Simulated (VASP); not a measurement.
# Pb (Fm-3m) in VASP: notebook

Runs on Pb. Level: LDA. Tasks: single point, relaxation of volume and atoms at fixed shape.

Everything below comes from runs of VASP 6.6.1. Logs are shortened: lines on timing, memory, paths and dates and some standing lists are left out, and cuts for length are marked.

## (1) The cell of the first run

Symmetry: Fm-3m, No. 225, cubic system. The conventional cell has a = 4.877 Å, b = 4.877 Å, c = 4.877 Å, α = 90.00°, β = 90.00°, γ = 90.00°. Pb (site symmetry m-3m) has 12 Pb at 3.45 Å within 4.5 Å.

## (2) Single point, LDA

Input file INCAR:

```
  ALGO = Normal
  EDIFF = 1E-6
  ENCUT = 500
  GGA = CA
  GGA_COMPAT = False
  ISIF = 2
  ISMEAR = -1
  LASPH = True
  LCHARG = False
  LREAL = False
  LWAVE = False
  NBANDS = 13
  NELM = 120
  PREC = Accurate
  SIGMA = 0.1
```

Input file KPOINTS:

```
k-points
0
Gamma
  9 9 9
```

Input file POSCAR:

```
Pb
1.0
    3.4485434737      0.0000000000      0.0000000000
    1.7242717368      2.9865262543      0.0000000000
    1.7242717368      0.9955087514      2.8157239555
Pb
1
Direct
    0.0000000000      0.0000000000      0.0000000000
```

Potentials or basis: VASP PAW LDA potentials, release 64 (Pb_d).

Launch:

```console
cat potpaw_LDA.64/Pb_d/POTCAR > POTCAR
mpirun -np 1 vasp_std > vasp.out
```

OUTCAR:

```text
EDIFF = 1E-6
   ENCUT = 500
   GGA = CA
   ISIF = 2
   ISMEAR = -1
   LASPH = True
   LREAL = False
   NELM = 120
   PREC = Accurate

 ion  position               nearest neighbor table
   1  0.000  0.000  0.000-

  LATTYP: Found a face centered cubic cell.
 ALAT       =     4.8769769509

  Lattice vectors:

 A1 = (   3.4485434737,   0.0000000000,   0.0000000000)
 A2 = (   1.7242717368,   2.9865262543,   0.0000000000)
 A3 = (   1.7242717368,   0.9955087514,   2.8157239555)

Analysis of symmetry for initial positions (statically):
=====================================================================
 Subroutine PRICEL returns:
 Original cell was already a primitive cell.

 Routine SETGRP: Setting up the symmetry group for a
 face centered cubic supercell.

 Subroutine GETGRP returns: Found 48 space group operations
 (whereof 48 operations were pure point group operations)
 out of a pool of 48 trial point group operations.

The static configuration has the point symmetry O_h .

Analysis of symmetry for dynamics (positions and initial velocities):
=====================================================================
 Subroutine PRICEL returns:
 Original cell was already a primitive cell.

 Routine SETGRP: Setting up the symmetry group for a
 face centered cubic supercell.

 Subroutine GETGRP returns: Found 48 space group operations
 (whereof 48 operations were pure point group operations)
 out of a pool of 48 trial point group operations.

The dynamic configuration has the point symmetry O_h .

 Subroutine INISYM returns: Found 48 space group operations
 (whereof 48 operations are pure point group operations),
 and found     1 'primitive' translations

----------------------------------------------------------------------------------------

                                     Primitive cell

  volume of cell :      28.9996

  direct lattice vectors                    reciprocal lattice vectors
     3.448543474  0.000000000  0.000000000     0.289977496 -0.167418585 -0.118382817
     1.724271737  2.986526254  0.000000000     0.000000000  0.334837170 -0.118382817
     1.724271737  0.995508751  2.815723956     0.000000000  0.000000000  0.355148451

  length of vectors
     3.448543474  3.448543474  3.448543474     0.355148451  0.355148451  0.355148451

  position of ions in fractional coordinates (direct lattice)
     0.000000000  0.000000000  0.000000000

  ion indices of the primitive-cell ions
   primitive index   ion index
                 1           1

[... 80 lines left out ...]
   TEBEG  =    0.0;   TEEND  =   0.0 temperature during run
   PSTRESS=    0.0 pullay stress
   NELECT =      14.0000    total number of electrons
   NUPDOWN=      -1.0000    fix difference up-down
   EMIN   =  10.00;   EMAX   =-10.00  energy-range for DOS
   EFERMI =   0.00;   METHOD = LEGACY
   ISMEAR =    -1;   SIGMA  =   0.10  broadening in eV -4-tet -1-fermi 0-gaus
   EFERMI_NEDOS =   21; number of points for ismear=-14 and -15
   IALGO  =     38    algorithm
   IMIX   =      4    mixing-type and parameters
     AMIX     =   0.40;   BMIX     =  1.00
     AMIX_MAG =   1.60;   BMIX_MAG =  1.00
  volume/ion in A,a.u.               =      29.00       195.70
  Fermi-wavevector in a.u.,A,eV,Ry     =   1.284262  2.426902 22.440465  1.649328
  Thomas-Fermi vector in A             =   2.416466
   LORBIT       =      0    0 simple, 1 ext, 2 COOP (PROOUT), +10 PAW based schemes
   GGA     = CA    functional components
   LHFCALC =     F    Hartree Fock is set to
   AEXX    =    0.0000 exact exchange contribution
   IVDW    =     0    specifies the selected vdW correction
   LEPSILON=     F    determine dielectric tensor
   LRPA    =     F    only Hartree local field effects (RPA)
 non-spin polarized calculation
  energy-cutoff  :      500.00
  volume of cell :       29.00
 maximum number of plane-waves:       751
 NGX is ok and might be reduce to    28
   NGX = 13   NGY = 13   NGZ = 13

 number of electron      13.9999999 magnetization

 Free energy of the ion-electron system (eV)
  ---------------------------------------------------
  ext. energy  EPLUGINS =         0.00000000
  ---------------------------------------------------
  free energy    TOTEN  =        -4.27731815 eV

  energy without entropy =       -4.26570593  energy(sigma->0) =       -4.27151204

 E-fermi :   7.4106     XC(G=0): -10.6704

 val. band max:        7.3496377638   @ k =  -0.2222   0.3333   0.1111
 cond. band min:       7.5829805076   @ k =   0.3333   0.3333   0.0000
 fundamental gap:      0.2333427438
 Fermi energy:         7.4105804136

 k-point     1 :       0.0000    0.0000    0.0000
  band No.  band energies     occupation
      1      -9.5253      2.00000
      2      -9.5253      2.00000
      3      -9.5253      2.00000
      4      -9.3617      2.00000
      5      -9.3617      2.00000
      6      -4.5561      2.00000
      7      15.2263      0.00000
      8      15.2263      0.00000
      9      15.2263      0.00000
     10      17.3706      0.00000
     11      19.5626      0.00000
     12      20.3715      0.00000
     13      20.3715      0.00000
[... 354 lines left out ...]
  band No.  band energies     occupation
      1      -9.7106      2.00000
      2      -9.6075      2.00000
      3      -9.2238      2.00000
      4      -9.1803      2.00000
      5      -9.1803      2.00000
      6       0.3387      2.00000
      7       4.6949      2.00000
      8       9.6881      0.00000
      9       9.6881      0.00000
     10      13.2198      0.00000
     11      14.4359      0.00000
     12      25.9904      0.00000
     13      27.9747      0.00000

 [... further k-points ...]

------------------------ aborting loop because EDIFF is reached ----------------------------------------

  FORCE on cell =-STRESS in cart. coord.  units (eV):
  Direction    XX          YY          ZZ          XY          YZ          ZX
  --------------------------------------------------------------------------------------
  -------------------------------------------------------------------------------------
  Total        0.0116245      0.0116245      0.0116245     -0.0000000     -0.0000000     -0.0000000
  in kB        0.6422306      0.6422306      0.6422306     -0.0000000     -0.0000000     -0.0000000
  external PRESSURE =       0.6422306 kB  Pullay stress =       0.0000000 kB

 VOLUME and BASIS-vectors are now :
 -----------------------------------------------------------------------------
  energy-cutoff  :      500.00
  volume of cell :       29.00
      direct lattice vectors                 reciprocal lattice vectors
     3.448543474  0.000000000  0.000000000     0.289977496 -0.167418585 -0.118382817
     1.724271737  2.986526254  0.000000000     0.000000000  0.334837170 -0.118382817
     1.724271737  0.995508751  2.815723956     0.000000000  0.000000000  0.355148451

 POSITION                                       TOTAL-FORCE (eV/Angst)
 -----------------------------------------------------------------------------------
      0.00000      0.00000      0.00000         0.000000     -0.000000      0.000000
 -----------------------------------------------------------------------------------
    total drift:                               -0.000000     -0.000000     -0.000000

  FREE ENERGIE OF THE ION-ELECTRON SYSTEM (eV)
  ---------------------------------------------------
  free  energy   TOTEN  =        -4.2773181523 eV

  energy  without entropy=       -4.2657059291  energy(sigma->0) =       -4.27151204
```

Run time: 5.2 s. Hardware: 1 thread of Intel Xeon 6975P-C (Granite Rapids), shared host; peak memory 0.14 GiB.

What came out:

* Free energy: -4.2773 eV
* Pressure: 0.1 GPa
* Band gap on the k mesh: zero (bands 7 and 8 overlap by 9.35 eV)

Levels at points of the mesh, in eV from the Fermi level:
| k point | band 5 | band 6 | band 7 | band 8 | band 9 | band 10 |
| --- | --- | --- | --- | --- | --- | --- |
| (0.00, 0.00, 0.00) | -16.77 | -11.97 | 7.82 | 7.82 | 7.82 | 9.96 |

Caveat: spin-orbit coupling is left out, which moves the levels of the heavy elements.

## (3) Relaxation of volume and atoms at fixed shape, LDA

This run uses another cell than the first one, of 30.32 Å³/atom.

Input file INCAR:

```
PREC = Accurate
ENCUT = 500
EDIFF = 1E-7
ISMEAR = -1
SIGMA = 0.1
LREAL = False
LASPH = True
NELM = 120
ALGO = Normal
ISIF = 8
LWAVE = False
LCHARG = False
GGA = CA
IBRION = 2
NSW = 80
EDIFFG = -0.01
GGA_COMPAT = False
NELMIN = 4
```

Input file KPOINTS:

```
regular mesh
0
Gamma
  9 9 9
```

Input file POSCAR:

```
Pb
1.0
    3.5002070000      0.0000000000      0.0000000000
    1.7501035000      3.0312681805      0.0000000000
    1.7501035000      1.0104227268      2.8579070480
Pb
1
Direct
    0.0000000000      0.0000000000      0.0000000000
```

Potentials or basis: VASP PAW LDA potentials, release 64 (Pb_d).

Launch:

```console
cat potpaw_LDA.64/Pb_d/POTCAR > POTCAR
mpirun -np 1 vasp_std > vasp.out
```

It took 11 s on 1 thread of Intel Xeon 6975P-C (Granite Rapids), shared host; peak memory 0.14 GiB.

It converged, with:

| Item | Value |
| --- | --- |
| Free energy | -4.2780 eV |
| Relaxed volume | 29.04 Å³/atom |
| Relaxed cell | a = 3.450 Å, b = 3.450 Å, c = 3.450 Å, α = 60.00°, β = 60.00°, γ = 60.00° |
| Space group after relaxing (to 0.1 Å) | Fm-3m (No. 225) |
| Energy gained by relaxing | 8.7 meV/atom |
| Ionic steps | 3 |
| Pressure after relaxing | 0.0 GPa |
| Band gap on the k mesh | zero (bands 7 and 8 overlap by 9.33 eV) |

The path:
| step | energy change (eV) | largest force (eV/Å) | pressure (GPa) | volume (Å³) |
| --- | --- | --- | --- | --- |
| 1 | 0.0000 | 0.0000 | -2.08 | 30.32 |
| 2 | -0.0077 | 0.0000 | 0.79 | 28.63 |
| 3 | -0.0087 | 0.0000 | 0.00 | 29.04 |

Final structure:
```cif
data_structure
_symmetry_space_group_name_H-M 'P 1'
_symmetry_Int_Tables_number 1
_cell_length_a 3.4500
_cell_length_b 3.4500
_cell_length_c 3.4500
_cell_angle_alpha 60.000
_cell_angle_beta 60.000
_cell_angle_gamma 60.000
_cell_volume 29.04
loop_
_atom_site_label
_atom_site_type_symbol
_atom_site_fract_x
_atom_site_fract_y
_atom_site_fract_z
_atom_site_occupancy
Pb1 Pb 0.00000 0.00000 0.00000 1
```

Levels at points of the mesh, in eV from the Fermi level:
```
           k point  band 3  band 4  band 5  band 6  band 7  band 8  band 9  band 10  band 11
(0.00, 0.00, 0.00)  -16.93  -16.77  -16.77  -11.96    7.81    7.81    7.81     9.96    12.14
```

Caveat: spin-orbit coupling is left out, which moves the levels of the heavy elements. Zero-point motion and thermal expansion aren't in these numbers.
